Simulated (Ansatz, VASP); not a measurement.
CdF2 in VASP and in Ansatz

File POSCAR:

```
CdF2
1.0
    0.0000000000      2.6940000000      2.6940000000
    2.6940000000      0.0000000000      2.6940000000
    2.6940000000      2.6940000000      0.0000000000
Cd F
1 2
Direct
    0.0000000000      0.0000000000      0.0000000000
    0.2500000000      0.2500000000      0.2500000000
    0.7500000000      0.7500000000      0.7500000000
```

Contents of INCAR.step1:

```
SYSTEM = CdF2
PREC = Accurate ; ENCUT = 600
ISMEAR = 0 ; SIGMA = 0.01
LREAL = .FALSE. ; LASPH = .TRUE.
NELM = 60 ; GGA = PE
ALGO = Normal ; EDIFF = 1E-4
LWAVE = .TRUE. ; LCHARG = .FALSE.
```

File INCAR.step2:

```
SYSTEM = CdF2
PREC = Accurate ; ENCUT = 600
EDIFF = 1E-6 ; ISMEAR = 0
SIGMA = 0.01 ; LREAL = .FALSE.
LASPH = .TRUE. ; NELM = 60
ALGO = Normal ; ISIF = 3
LWAVE = .FALSE. ; LCHARG = .FALSE.
METAGGA = R2SCAN ; LMIXTAU = .TRUE.
IBRION = 2 ; NSW = 100
EDIFFG = -0.003 ; ISTART = 1
```

Contents of KPOINTS:

```
regular mesh
0
G
  8 8 8
  0 0 0
```

Input for Ansatz:

```yaml
crystal:
  lattice:
    - [0.0, 2.694, 2.694]
    - [2.694, 0.0, 2.694]
    - [2.694, 2.694, 0.0]
  atoms:
    - { symbol: Cd, position: [0.0, 0.0, 0.0] }
    - { symbol: F, position: [0.25, 0.25, 0.25] }
    - { symbol: F, position: [0.75, 0.75, 0.75] }
scf:
  occupations: { method: fixed }
output:
  forces: true
  stress: true
  eigenvalues: true
  write_density: true
  write_potential: true
  elf: true
  volumetric_format: npy
hamiltonian:
  xc: r2scan
basis:
  ecutwfc: 700
kpoints:
  mp_grid: { grid: [8, 8, 8] }
relax:
  f_tol: 0.003
  max_steps: 80
  cell: { stress_tol: 0.05 }
```

Alike in both runs: task relaxation of cell and atoms; functional r2SCAN; k mesh 8 × 8 × 8; no spin polarisation.

|  | VASP | Ansatz |
| --- | --- | --- |
| version | VASP 6.6.1 | Ansatz 0.2.0 |
| potentials or method | VASP PAW PBE potentials, release 64 (Cd, F), cutoff 600 eV | scalar-relativistic, plane waves, PAW |
| occupations | gaussian, width 0.01 eV | fixed |
| valence electrons in the cell | 26 | 34 |

|  | VASP | Ansatz | Ansatz less VASP |
| --- | --- | --- | --- |
| gap on the k mesh at the Fermi level, each at its own relaxed structure (eV) | 3.73 | 3.79 | +0.065 |
| relaxed volume (Å³/atom) | 13.13 | 13.03 | -0.091 |
| relaxed cell length with the largest relative difference (Å) | 3.819 | 3.810 | -0.0088 |

VASP's potentials were made for PBE, not for r2SCAN. VASP's potentials hold 26 valence electrons a cell and Ansatz's 34, so a difference there can come from the potentials and not from the codes.
